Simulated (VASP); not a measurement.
# Hg (P6/mmm) in VASP: further runs

The runs below take Hg through single point, with PBE.

Program: VASP 6.6.1. These are calculated values, not measurements. Logs are shortened: lines on timing, memory, paths and dates and some standing lists are left out, and cuts for length are marked.

### 1 The cell of the first run

It takes space group P6/mmm (No. 191, hexagonal). Conventional cell: a = 4.808 Å, b = 4.808 Å, c = 3.031 Å, α = 90.00°, β = 90.00°, γ = 120.00°. Within 3.7 Å of Hg (site symmetry -6m2) lie 5 Hg at 2.78 to 3.03 Å.

The cell was built from a structure type or drawn by symmetry, and may not be a known phase.

### 2 Single point, PBE

File INCAR:

```
SYSTEM = Hg
PREC = Accurate
ENCUT = 520
EDIFF = 1E-6
ISMEAR = 0
SIGMA = 0.1
LREAL = .FALSE.
LASPH = .TRUE.
NELM = 80
ALGO = Normal
ISIF = 2
LWAVE = .FALSE.
LCHARG = .TRUE.
GGA = PE
LELF = .TRUE.
LVHAR = .TRUE.
NBANDS = 19
```

File KPOINTS:

```
Automatic mesh
0
G
  6 6 6
  0 0 0
```

File POSCAR:

```
Hg
1.0
    4.8080760400      0.0000000000      0.0000000000
   -2.4040380200      4.1639160000      0.0000000000
    0.0000000000      0.0000000000      3.0309898700
Hg
2
Direct
    0.3333333300      0.6666666700      0.5000000000
    0.6666666700      0.3333333300      0.5000000000
```

Potentials or basis: VASP PAW PBE potentials, release 64 (Hg).

Command:

```
$ cat potpaw_PBE.64/Hg/POTCAR > POTCAR
$ mpirun -np 1 vasp_std > vasp.out
```

OUTCAR:

```text
SYSTEM = Hg
   PREC = Accurate
   ENCUT = 520
   EDIFF = 1E-6
   ISMEAR = 0
   LREAL = .FALSE.
   LASPH = .TRUE.
   NELM = 80
   ISIF = 2
   GGA = PE

 ion  position               nearest neighbor table
   1  0.333  0.667  0.500-   2 2.78   2 2.78   2 2.78
   2  0.667  0.333  0.500-   1 2.78   1 2.78   1 2.78

  LATTYP: Found a hexagonal cell.
 ALAT       =     4.8080760400
 C/A-ratio  =     0.6303955771

  Lattice vectors:

 A1 = (   4.8080760400,   0.0000000000,   0.0000000000)
 A2 = (  -2.4040380200,   4.1639160000,   0.0000000000)
 A3 = (   0.0000000000,   0.0000000000,   3.0309898700)

Analysis of symmetry for initial positions (statically):
=====================================================================
 Subroutine PRICEL returns:
 Original cell was already a primitive cell.

 Routine SETGRP: Setting up the symmetry group for a
 hexagonal supercell.

 Subroutine GETGRP returns: Found 24 space group operations
 (whereof 24 operations were pure point group operations)
 out of a pool of 24 trial point group operations.

The static configuration has the point symmetry D_6h.

Analysis of symmetry for dynamics (positions and initial velocities):
=====================================================================
 Subroutine PRICEL returns:
 Original cell was already a primitive cell.

 Routine SETGRP: Setting up the symmetry group for a
 hexagonal supercell.

 Subroutine GETGRP returns: Found 24 space group operations
 (whereof 24 operations were pure point group operations)
 out of a pool of 24 trial point group operations.

The dynamic configuration has the point symmetry D_6h.

 Subroutine INISYM returns: Found 24 space group operations
 (whereof 24 operations are pure point group operations),
 and found     1 'primitive' translations

----------------------------------------------------------------------------------------

                                     Primitive cell

  volume of cell :      60.6817

  direct lattice vectors                    reciprocal lattice vectors
     4.808076040  0.000000000  0.000000000     0.207983400  0.120079272  0.000000000
    -2.404038020  4.163916000  0.000000000     0.000000000  0.240158543  0.000000000
     0.000000000  0.000000000  3.030989870     0.000000000  0.000000000  0.329925220

  length of vectors
     4.808076040  4.808076045  3.030989870     0.240158543  0.240158543  0.329925220

  position of ions in fractional coordinates (direct lattice)
     0.333333330  0.666666670  0.500000000
     0.666666670  0.333333330  0.500000000

  ion indices of the primitive-cell ions
   primitive index   ion index
                 1           1
                 2           2

----------------------------------------------------------------------------------------

 KPOINTS: Automatic mesh

Automatic generation of k-mesh.
 Grid dimensions read from file:
 generate k-points for:    6    6    6

 Generating k-lattice:

  Cartesian coordinates                     Fractional coordinates (reciprocal lattice)
     0.034663900  0.020013212  0.000000000     0.166666667  0.000000000  0.000000000
     0.000000000  0.040026424  0.000000000     0.000000000  0.166666667  0.000000000
     0.000000000  0.000000000  0.054987537     0.000000000  0.000000000  0.166666667

  Length of vectors
     0.040026424  0.040026424  0.054987537

  Shift w.r.t. Gamma in fractional coordinates (k-lattice)
     0.000000000  0.000000000  0.000000000

 Subroutine IBZKPT returns following result:
 ===========================================

 Found     28 irreducible k-points:

 Following reciprocal coordinates:
            Coordinates               Weight
  0.000000  0.000000  0.000000      1.000000
  0.166667  0.000000  0.000000      6.000000
  0.333333  0.000000  0.000000      6.000000
  0.500000  0.000000  0.000000      3.000000
  0.166667  0.166667  0.000000      6.000000
  0.333333  0.166667  0.000000     12.000000
[... 16 lines left out ...]
  0.166667  0.000000  0.500000      6.000000
  0.333333  0.000000  0.500000      6.000000
 [... further k-points ...]
   k-points           NKPTS =     28   k-points in BZ     NKDIM =     28   number of bands    NBANDS=     19
   number of dos      NEDOS =    301   number of ions     NIONS =      2
   total plane-waves  NPLWV =  31104
   dimension x,y,z NGX =    36 NGY =   36 NGZ =   24
   dimension x,y,z NGXF=    72 NGYF=   72 NGZF=   48
   ions per type =               2
   NGX,Y,Z   is equivalent  to a cutoff of  12.45, 12.45, 13.16 a.u.
   NGXF,Y,Z  is equivalent  to a cutoff of  24.90, 24.90, 26.33 a.u.
 SYSTEM =  Hg
   PREC   = accura    normal or accurate (medium, high low for compatibility)
   ISTART =      0    job   : 0-new  1-cont  2-samecut
   ICHARG =      2    charge: 1-file 2-atom 10-const
   ISPIN  =      1    spin polarized calculation?
   LNONCOLLINEAR =      F non collinear calculations
   LSORBIT =      F    spin-orbit coupling
   LASPH  =      T    aspherical Exc in radial PAW
   ENCUT  =  520.0 eV  38.22 Ry    6.18 a.u.   8.94  8.94  5.64*2*pi/ulx,y,z
   NELM   =     80;   NELMIN=  2; NELMDL= -5     # of ELM steps
   EDIFF  = 0.1E-05   stopping-criterion for ELM
   LREAL  =      F    real-space projection
   EDIFFG = 0.1E-04   stopping-criterion for IOM
   NSW    =      0    number of steps for IOM
   IBRION =     -1    ionic relax: 0-MD 1-quasi-New 2-CG
   NFREE  =      0    steps in history (QN), initial steepest desc. (CG)
   ISIF   =      2    stress and relaxation
   ISYM   =      2    0-nonsym 1-usesym 2-fastsym
   POTIM  = 0.5000    time-step for ionic-motion
   TEBEG  =    0.0;   TEEND  =   0.0 temperature during run
   PSTRESS=    0.0 pullay stress
   NELECT =      24.0000    total number of electrons
   NUPDOWN=      -1.0000    fix difference up-down
   EMIN   =  10.00;   EMAX   =-10.00  energy-range for DOS
   EFERMI =   0.00;   METHOD = LEGACY
   ISMEAR =     0;   SIGMA  =   0.10  broadening in eV -4-tet -1-fermi 0-gaus
   EFERMI_NEDOS =   21; number of points for ismear=-14 and -15
   IALGO  =     38    algorithm
   IMIX   =      4    mixing-type and parameters
     AMIX     =   0.40;   BMIX     =  1.00
     AMIX_MAG =   1.60;   BMIX_MAG =  1.00
  volume/ion in A,a.u.               =      30.34       204.75
  Fermi-wavevector in a.u.,A,eV,Ry     =   1.201691  2.270866 19.647632  1.444060
  Thomas-Fermi vector in A             =   2.337492
   LORBIT       =      0    0 simple, 1 ext, 2 COOP (PROOUT), +10 PAW based schemes
   GGA     = PE    functional components
   LHFCALC =     F    Hartree Fock is set to
   AEXX    =    0.0000 exact exchange contribution
   IVDW    =     0    specifies the selected vdW correction
   LEPSILON=     F    determine dielectric tensor
   LRPA    =     F    only Hartree local field effects (RPA)
 non-spin polarized calculation
 Gauss-broadening in eV      SIGMA  =   0.10
  energy-cutoff  :      520.00
  volume of cell :       60.68
 maximum number of plane-waves:      1647
 NGX is ok and might be reduce to    36
   NGX = 17   NGY = 17   NGZ = 11

 number of electron      24.0000005 magnetization

 Free energy of the ion-electron system (eV)
  ---------------------------------------------------
  ext. energy  EPLUGINS =         0.00000000
  ---------------------------------------------------
  free energy    TOTEN  =         0.00678681 eV

  energy without entropy =        0.00804023  energy(sigma->0) =        0.00741352

 E-fermi :   1.1481     XC(G=0):  -9.1957

 val. band max:        1.0494620223   @ k =   0.1667   0.0000   0.1667
 cond. band min:       1.3976982552   @ k =   0.3333   0.1667   0.1667
 fundamental gap:      0.3482362329
 Fermi energy:         1.1481064890

 k-point     1 :       0.0000    0.0000    0.0000
  band No.  band energies     occupation
      1      -6.9351      2.00000
      2      -6.8443      2.00000
      3      -6.1692      2.00000
      4      -6.0668      2.00000
      5      -6.0668      2.00000
      6      -5.5776      2.00000
[... 11 lines left out ...]
     18      11.2353      0.00000
     19      16.0513      0.00000

 k-point     2 :       0.1667    0.0000    0.0000
  band No.  band energies     occupation
      1      -6.8347      2.00000
      2      -6.7735      2.00000
      3      -6.2908      2.00000
      4      -6.2763      2.00000
      5      -6.1690      2.00000
      6      -5.4498      2.00000
[... 11 lines left out ...]
     18      11.5676      0.00000
     19      16.0341      0.00000

 k-point     3 :       0.3333    0.0000    0.0000
  band No.  band energies     occupation
      1      -6.7656      2.00000
      2      -6.6393      2.00000
      3      -6.4974      2.00000
      4      -6.3719      2.00000
      5      -6.2345      2.00000
      6      -5.4874      2.00000
[... 11 lines left out ...]
     18      12.5639      0.00000
     19      15.6226      0.00000

 k-point     4 :       0.5000    0.0000    0.0000
  band No.  band energies     occupation
      1      -6.7669      2.00000
      2      -6.6451      2.00000
      3      -6.5765      2.00000
      4      -6.3574      2.00000
      5      -6.1957      2.00000
      6      -5.5049      2.00000
[... 11 lines left out ...]
     18      13.3027      0.00000
     19      14.4608      0.00000

 k-point     5 :       0.1667    0.1667    0.0000
  band No.  band energies     occupation
      1      -6.7838      2.00000
      2      -6.6539      2.00000
      3      -6.4153      2.00000
      4      -6.4118      2.00000
      5      -6.2182      2.00000
      6      -5.4864      2.00000
[... 11 lines left out ...]
     18      12.1979      0.00000
     19      15.5949      0.00000

 k-point     6 :       0.3333    0.1667    0.0000
  band No.  band energies     occupation
      1      -6.8224      2.00000
      2      -6.6415      2.00000
      3      -6.5216      2.00000
      4      -6.3222      2.00000
      5      -6.2403      2.00000
      6      -5.5230      2.00000
[... 11 lines left out ...]
     18      13.2609      0.00000
     19      15.3699      0.00000

 k-point     7 :       0.3333    0.3333    0.0000
  band No.  band energies     occupation
      1      -6.8927      2.00000
      2      -6.5709      2.00000
      3      -6.5709      2.00000
      4      -6.2684      2.00000
      5      -6.2684      2.00000
      6      -5.5462      2.00000
[... 11 lines left out ...]
     18      14.3863      0.00000
     19      15.2528      0.00000

 k-point     8 :       0.0000    0.0000    0.1667
  band No.  band energies     occupation
      1      -6.8212      2.00000
      2      -6.1636      2.00000
      3      -6.0637      2.00000
      4      -6.0637      2.00000
      5      -5.6868      2.00000
      6      -5.6613      2.00000
[... 256 lines left out ...]
 k-point    20 :       0.3333    0.1667    0.3333
  band No.  band energies     occupation
      1      -6.6893      2.00000
      2      -6.3875      2.00000
      3      -6.3326      2.00000
      4      -6.2524      2.00000
      5      -6.0088      2.00000
      6      -5.5942      2.00000
[... 11 lines left out ...]
     18      11.3032      0.00000
     19      13.7602      0.00000

 k-point    21 :       0.3333    0.3333    0.3333
  band No.  band energies     occupation
      1      -6.7608      2.00000
      2      -6.3982      2.00000
      3      -6.2941      2.00000
      4      -6.2941      2.00000
      5      -5.8074      2.00000
      6      -5.8074      2.00000
[... 11 lines left out ...]
     18      10.2818      0.00000
     19      12.1447      0.00000

 k-point    22 :       0.0000    0.0000    0.5000
  band No.  band energies     occupation
      1      -6.5326      2.00000
      2      -6.3939      2.00000
      3      -6.3939      2.00000
      4      -5.9111      2.00000
      5      -5.9111      2.00000
      6      -5.3887      2.00000
[... 11 lines left out ...]
     18      10.8237      0.00000
     19      11.3906      0.00000

 k-point    23 :       0.1667    0.0000    0.5000
  band No.  band energies     occupation
      1      -6.4951      2.00000
      2      -6.4331      2.00000
      3      -6.3723      2.00000
      4      -6.1150      2.00000
      5      -6.0825      2.00000
      6      -5.4215      2.00000
[... 11 lines left out ...]
     18      10.6939      0.00000
     19      11.3689      0.00000

 k-point    24 :       0.3333    0.0000    0.5000
  band No.  band energies     occupation
      1      -6.5230      2.00000
      2      -6.5037      2.00000
      3      -6.3400      2.00000
      4      -6.3249      2.00000
      5      -6.1649      2.00000
      6      -5.5812      2.00000
[... 11 lines left out ...]
     18      11.0200      0.00000
     19      13.0495      0.00000

 [... further k-points ...]

------------------------ aborting loop because EDIFF is reached ----------------------------------------

  FORCE on cell =-STRESS in cart. coord.  units (eV):
  Direction    XX          YY          ZZ          XY          YZ          ZX
  --------------------------------------------------------------------------------------
  -------------------------------------------------------------------------------------
  Total        2.7413246      2.7413246      1.6042323      0.0000000     -0.0000000      0.0000000
  in kB       72.3791151     72.3791153     42.3564990      0.0000000     -0.0000000      0.0000000
  external PRESSURE =      62.3715765 kB  Pullay stress =       0.0000000 kB

 VOLUME and BASIS-vectors are now :
 -----------------------------------------------------------------------------
  energy-cutoff  :      520.00
  volume of cell :       60.68
      direct lattice vectors                 reciprocal lattice vectors
     4.808076040  0.000000000  0.000000000     0.207983400  0.120079272  0.000000000
    -2.404038020  4.163916000  0.000000000     0.000000000  0.240158543  0.000000000
     0.000000000  0.000000000  3.030989870     0.000000000  0.000000000  0.329925220

 POSITION                                       TOTAL-FORCE (eV/Angst)
 -----------------------------------------------------------------------------------
     -0.00000      2.77594      1.51549         0.000000      0.000000      0.000000
      2.40404      1.38797      1.51549        -0.000000      0.000000      0.000000
 -----------------------------------------------------------------------------------
    total drift:                                0.000000     -0.000000      0.000000

  FREE ENERGIE OF THE ION-ELECTRON SYSTEM (eV)
  ---------------------------------------------------
  free  energy   TOTEN  =         0.0067868085 eV

  energy  without entropy=        0.0080402321  energy(sigma->0) =        0.00741352
```

It took 12 s on 1 thread of AMD EPYC 9R45 (Zen 5), shared host; peak memory 0.15 GiB.

What came out:

```yaml
Free_energy: 0.0068 eV
Pressure: 6.2 GPa
Band_gap_on_the_k_mesh: zero (bands 12 and 13 overlap by 3.22 eV)
```

Caveat: the cell stands under pressure; spin-orbit coupling is left out, which moves the levels of the heavy elements.

(Part 1 of 2 ends here.)
